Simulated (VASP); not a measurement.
Input of a VASP 6.6.1 run:

INCAR

```
  ALGO = Normal
  EDIFF = 1E-7
  ENCUT = 520
  GGA = PE
  ISIF = 2
  ISMEAR = 0
  LASPH = T
  LCHARG = F
  LREAL = F
  LWAVE = F
  NBANDS = 61
  NELM = 60
  PREC = Accurate
  SIGMA = 0.15
```

The input KPOINTS:

```
k-points
0
Gamma
  14 14 4
```

POSCAR

```
Ta4O
1.0
   -3.2547070438      0.0000000000      0.0000000000
    0.0000000000     -3.2547070438      0.0000000000
    0.0000000000      0.0000000000     14.4907733139
Ta O
8 2
Direct
    1.0000000000      1.0000000000      0.0722147251
    1.0000000000      1.0000000000      0.5825661396
    0.5000000000      0.5000000000      0.2165996364
    0.5000000000      0.5000000000      0.7269510509
    0.5000000000      0.5000000000      0.9485326427
    0.5000000000      0.5000000000      0.4381812283
    1.0000000000      0.0000000000      0.8377418468
    1.0000000000      0.0000000000      0.3273904324
    0.5000000000      0.5000000000      0.0722147251
    0.5000000000      0.5000000000      0.5825661396
```

Potentials or basis: VASP PAW PBE potentials, release 64 (Ta_pv, O).

Run with:

```sh
$ cat potpaw_PBE.64/Ta_pv/POTCAR potpaw_PBE.64/O/POTCAR > POTCAR
$ mpirun -np 1 vasp_std > vasp.out
```

What does it give for the pressure?

9.4 GPa.

Estimate the largest force.

8.474 eV/Å.

Predict the band gap on the k mesh.

zero (band 50 reaches 7.07 eV, above the bottom of band 51 at 6.06 eV).

Forces on the atoms (eV/Å):
```
Ta   0.000  0.000  1.660
Ta   0.000  0.000  0.014
Ta   0.000  0.000  0.365
Ta   0.000  0.000 -0.036
Ta   0.000  0.000 -8.474
Ta   0.000  0.000  0.017
Ta   0.000  0.000 -0.460
Ta   0.000  0.000 -0.028
O    0.000  0.000  6.959
O    0.000  0.000 -0.017
```

Caveat: spin-orbit coupling is left out, which moves the levels of the heavy elements; forces of over 1 eV/Å act on the atoms, so gaps and moduli don't describe the material at rest.
